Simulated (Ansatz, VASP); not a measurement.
# Two plane-wave programs on Se

The input INCAR:

```
  PREC = Accurate
  ENCUT = 520
  EDIFF = 1E-6
  ISMEAR = 0
  SIGMA = 0.1
  LREAL = False
  LASPH = True
  NELM = 100
  ALGO = Normal
  ISIF = 2
  LWAVE = False
  LCHARG = True
  GGA = PE
  LELF = True
  LVHAR = True
  NBANDS = 34
```

KPOINTS

```
Automatic mesh
0
Gamma
  6 6 6
```

Contents of POSCAR:

```
Se
1.0
    2.8610949600      1.6518539500      4.5214466900
   -2.8610949600      1.6518539500      4.5214466900
    0.0000000000     -3.3037079000      4.5214466900
Se
8
Direct
    0.5000000000      0.5000000000      0.5000000000
    0.0000000000      0.0000000000      0.0000000000
    0.4926577900      0.2500000000      0.0073422100
    0.0073422100      0.4926577900      0.2500000000
    0.2500000000      0.0073422100      0.4926577900
    0.5073422100      0.7500000000      0.9926577900
    0.9926577900      0.5073422100      0.7500000000
    0.7500000000      0.9926577900      0.5073422100
```

Input for Ansatz:

```yaml
crystal:
  lattice:
    - [2.86109496, 1.65185395, 4.52144669]
    - [-2.86109496, 1.65185395, 4.52144669]
    - [0.0, -3.3037079, 4.52144669]
  atoms:
    - { symbol: Se, position: [0.5, 0.5, 0.5] }
    - { symbol: Se, position: [0.0, 0.0, 0.0] }
    - { symbol: Se, position: [0.49265779, 0.25, 0.00734221] }
    - { symbol: Se, position: [0.00734221, 0.49265779, 0.25] }
    - { symbol: Se, position: [0.25, 0.00734221, 0.49265779] }
    - { symbol: Se, position: [0.50734221, 0.75, 0.99265779] }
    - { symbol: Se, position: [0.99265779, 0.50734221, 0.75] }
    - { symbol: Se, position: [0.75, 0.99265779, 0.50734221] }
basis:
  ecutwfc: 420
kpoints:
  mp_grid: { grid: [6, 6, 6] }
hamiltonian:
  xc: pbe
scf:
  occupations: { method: gaussian, width: 0.1 }
  lower_state_search: "off"
output:
  forces: true
  stress: true
  eigenvalues: true
```

Alike in both runs: task single point; functional PBE; k mesh 6 × 6 × 6; occupations gaussian, width 0.1 eV; no spin polarisation.

|  | VASP | Ansatz |
| --- | --- | --- |
| version | VASP 6.6.1 | Ansatz 0.2.0 |
| potentials or method | VASP PAW PBE potentials, release 64 (Se), cutoff 520 eV | scalar-relativistic, plane waves, PAW |
| valence electrons in the cell | 48 | 128 |

```csv
,VASP,Ansatz,Ansatz less VASP
gap on the k mesh at the Fermi level (eV),none,none,-
rms of the force components (eV/Å),0.479,0.468,-0.0111
```

Atom by atom the forces differ by 0.011 eV/Å (rms over components). A gap of «none» marks a metal or a gap that the smearing closes. The functional is the same, so the differences come from potentials, cutoffs and numerics. VASP's potentials hold 48 valence electrons a cell and Ansatz's 128, so a difference there can come from the potentials and not from the codes.
